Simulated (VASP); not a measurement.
Set up this calculation in VASP 6.6.1, as the native input.

```yaml
Task: single point
Functional: PBE
Dispersion: D3(BJ)
Potentials_or_basis: VASP PAW PBE potentials, release 64 (C)
Cutoff: 520 eV
k_mesh: 15 × 15 × 1
Occupations: gaussian, width 0.1 eV
Spin: no spin polarisation
Dipole_correction: yes
Further_INCAR_settings: ALGO = Normal; EDIFF = 1e-07; NBANDS = 16
```

The structure of C lies in POSCAR:

```
C
1.0
    2.4656524409      0.0000000000      0.0000000000
   -1.2328262205      2.1353176507      0.0000000000
    0.0000000000      0.0000000000     17.5000663885
C
4
Direct
    0.6666666667      0.3333333333      0.2571437784
    0.3333333333      0.6666666667      0.2571418816
    1.3333333333      0.6666666667      0.4405735508
    1.6666666667      0.3333333333      0.4405716540
```

This cell differs from its parent crystal: layers slid over each other.

The input as run:

INCAR

```
PREC = Accurate
ENCUT = 520
EDIFF = 1E-7
ISMEAR = 0
SIGMA = 0.1
LREAL = False
LASPH = True
NELM = 100
ALGO = Normal
ISIF = 2
LWAVE = False
LCHARG = True
LDIPOL = True
IDIPOL = 3
DIPOL = 0.5 0.5 0.349
GGA = PE
IVDW = 12
LELF = True
LVHAR = True
LVACPOTAV = True
NBANDS = 16
```

KPOINTS

```
regular mesh
0
Gamma
  15 15 1
```

Potentials or basis: VASP PAW PBE potentials, release 64 (C).

Command:

```bash
$ cat potpaw_PBE.64/C/POTCAR > POTCAR
$ mpirun -np 1 vasp_std > vasp.out
```

Results of the run:

| Quantity | Value |
| --- | --- |
| Largest force | 0.110 eV/Å |
| Dispersion energy per atom | -0.124 eV |

Caveat: the cell differs from its parent crystal (layers slid over each other).

It took 58 s on 1 thread of Intel(R) Xeon(R) Platinum 8375C CPU @ 2.90GHz (Ice Lake) (shared host), peak memory 0.21 GiB.
